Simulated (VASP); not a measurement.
A run of VASP 6.6.1:

Contents of INCAR:

```
SYSTEM = FeO
ALGO = Normal ; EDIFF = 1E-6
ENCUT = 700 ; GGA_COMPAT = .False.
ISIF = 2 ; ISMEAR = 0
ISPIN = 2 ; LASPH = .True.
LCHARG = .False. ; LDAU = .True.
LDAUJ = 0.9 0 ; LDAUL = 2 -1
LDAUPRINT = 1 ; LDAUTYPE = 1
LDAUU = 5 0 ; LMAXMIX = 4
LORBIT = 11 ; LREAL = .False.
LWAVE = .False. ; MAGMOM = 3.78 0.25
NBANDS = 22 ; NELM = 200
PREC = Accurate ; SIGMA = 0.05
```

The input KPOINTS:

```
k-points
0
Gamma
  8 8 8
  0 0 0
```

Contents of POSCAR:

```
FeO
1.0
    0.0000000000      2.1554001600      2.1554001600
    2.1554001600      0.0000000000      2.1554001600
    2.1554001600      2.1554001600      0.0000000000
Fe O
1 1
Direct
    0.0000000000      0.0000000000      0.0000000000
    0.5000000000      0.5000000000      0.5000000000
```

Potentials or basis: VASP PAW LDA potentials, release 64 (Fe_sv, O).

Launch:

```sh
$ cat potpaw_LDA.64/Fe_sv/POTCAR potpaw_LDA.64/O/POTCAR > POTCAR
$ mpirun -np 1 vasp_std > vasp.out
```

Hardware: 1 thread of AMD EPYC 7R43 64-Core Processor (Zen 3), with other jobs on the host.

Q: How long does it take, and how much memory?

A: Wall time 53 s on 1 thread of AMD EPYC 7R43 64-Core Processor (Zen 3), with other jobs on the host, peak memory 0.12 GiB. Counts: scf iterations 14, k points 29.
